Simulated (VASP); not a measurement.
Crystal: CdSe.

```xyz
2
Lattice="-0.0205 3.0626 3.0626 3.0626 -0.0205 3.0626 3.0626 3.0626 -0.0205" Properties=species:S:1:pos:R:3 pbc="T T T"
Cd   -0.0043   -0.0043   -0.0043
Se    1.5305    1.5305    1.5305
```

This cell differs from its parent crystal: epitaxial 111 strain +0.5%.

Program: VASP 6.6.1. Alike in all runs: task single point; potentials or basis VASP PAW PBE potentials, release 64 (Cd, Se); no spin polarisation; cell as given; cutoff (eV) 520. Hardware: 1 thread of Intel(R) Xeon(R) Platinum 8488C (Sapphire Rapids), on a shared host.

**Question.** Order these runs on this cell by their wall time, lowest first.
A. level r2SCAN; k mesh 8 × 8 × 8; smearing gaussian 0.01 eV
B. level PBE; k mesh 8 × 8 × 8; smearing fermi-dirac 0.02 eV
C. level PBE; k mesh 4 × 4 × 4; smearing gaussian 0.01 eV

**Answer.** C (9.3 s), B (39 s), A (150 s).

Caveats: some runs use coarse meshes.
